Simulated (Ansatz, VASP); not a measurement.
## One calculation of As, two programs

```xyz
1
Lattice="2.6723 0.0000 0.0000 0.0000 2.6723 0.0000 0.0000 0.0000 2.6723" Properties=species:S:1:pos:R:3 pbc="T T T"
As    0.0000    0.0000    0.0000
```

Alike in both runs: functional LDA; k mesh 15 × 15 × 15; occupations fermi-dirac, width 0.08 eV; no spin polarisation.

Ansatz relaxed the structure, and its values are those at the end. VASP's run is a single point on that final structure, the one shown.

|  | VASP | Ansatz |
| --- | --- | --- |
| version | VASP 6.6.1 | Ansatz 0.2.0 |
| potentials or method | VASP PAW LDA potentials, release 64 (As), cutoff 500 eV | PAW with Ansatz's default frozen-core files, scalar-relativistic |
| valence electrons in the cell | 5 | 15 |

|  | VASP | Ansatz | Ansatz less VASP |
| --- | --- | --- | --- |
| pressure (GPa) | 0.4 | 0.0 | -0.39 |

LDA's correlation is that of Perdew and Zunger in VASP and of Perdew and Wang (1992) in Ansatz. VASP's potentials hold 5 valence electrons a cell and Ansatz's 15, so a difference there can come from the potentials and not from the codes. Ansatz's warnings: end state compared.
